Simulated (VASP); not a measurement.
Write the native input for VASP 6.6.1 that does the following.

- Task: single point
- Functional: r2SCAN
- Potentials or basis: VASP PAW PBE potentials, release 64 (Ga_d, O)
- Cutoff: 520 eV
- k mesh: 8 × 8 × 4
- Occupations: gaussian, width 0.05 eV
- Spin: no spin polarisation
- Dipole correction: no
- Further INCAR settings: ALGO = Normal; EDIFF = 1e-06; NBANDS = 55

Crystal: Ga2O3.

```
CELL_PARAMETERS angstrom
6.06656 -1.50434 0.00253
6.06656 1.50434 0.00253
-1.37450 0.00000 5.63998
ATOMIC_POSITIONS crystal
Ga 0.09052 0.09052 0.79479
Ga 0.90948 0.90948 0.20521
Ga 0.65873 0.65873 0.31448
Ga 0.34127 0.34127 0.68552
O 0.16421 0.16421 0.10916
O 0.83579 0.83579 0.89084
O 0.17334 0.17334 0.56352
O 0.82666 0.82666 0.43648
O 0.49629 0.49629 0.25624
O 0.50371 0.50371 0.74376
```

This cell differs from its parent crystal: strain -0.0100 x Voigt [1, 1, 0, 0, 0, 0].

The input as run:

POSCAR

```
Ga2O3
1.0
    6.0665631599     -1.5043352706      0.0025325578
    6.0665631599      1.5043352706      0.0025325578
   -1.3745014133      0.0000000000      5.6399772456
Ga O
4 6
Direct
    0.0905209738      0.0905209738      0.7947888382
    0.9094790262      0.9094790262      0.2052111618
    0.6587278752      0.6587278752      0.3144766576
    0.3412721248      0.3412721248      0.6855233424
    0.1642143310      0.1642143310      0.1091577328
    0.8357856690      0.8357856690      0.8908422672
    0.1733419983      0.1733419983      0.5635248269
    0.8266580017      0.8266580017      0.4364751731
    0.4962851429      0.4962851429      0.2562373610
    0.5037148571      0.5037148571      0.7437626390
```

INCAR.step1

```
PREC = Accurate
ENCUT = 520
ISMEAR = 0
SIGMA = 0.05
LREAL = F
LASPH = T
NELM = 60
NBANDS = 55
GGA = PE
ALGO = Normal
EDIFF = 1E-4
LWAVE = T
LCHARG = F
```

INCAR.step2

```
PREC = Accurate
ENCUT = 520
EDIFF = 1E-6
ISMEAR = 0
SIGMA = 0.05
LREAL = F
LASPH = T
NELM = 60
ALGO = Normal
ISIF = 2
LWAVE = F
LCHARG = F
METAGGA = R2SCAN
LMIXTAU = T
NBANDS = 55
ISTART = 1
```

KPOINTS

```
Automatic mesh
0
Gamma
  8 8 4
```

Potentials or basis: VASP PAW PBE potentials, release 64 (Ga_d, O).

Launch:

```bash
$ cat potpaw_PBE.64/Ga_d/POTCAR potpaw_PBE.64/O/POTCAR > POTCAR
$ cp INCAR.step1 INCAR
$ mpirun -np 1 vasp_std > vasp.out
$ cp INCAR.step2 INCAR
$ mpirun -np 1 vasp_std > vasp.out
```

Results of the run:

| Quantity | Value |
| --- | --- |
| Pressure | 6.5 GPa |
| Largest force | 0.308 eV/Å |
| Band gap on the k mesh | 3.19 eV (least direct gap 3.27 eV) |

Caveat: the cell differs from its parent crystal (strain -0.0100 x Voigt [1, 1, 0, 0, 0, 0]); the cell stands under pressure; the PAW data sets were made with another functional, which shifts forces and pressure a little.

It took 79 min on 1 thread of Intel Xeon 8259CL, with other jobs on the host, peak memory 0.56 GiB.
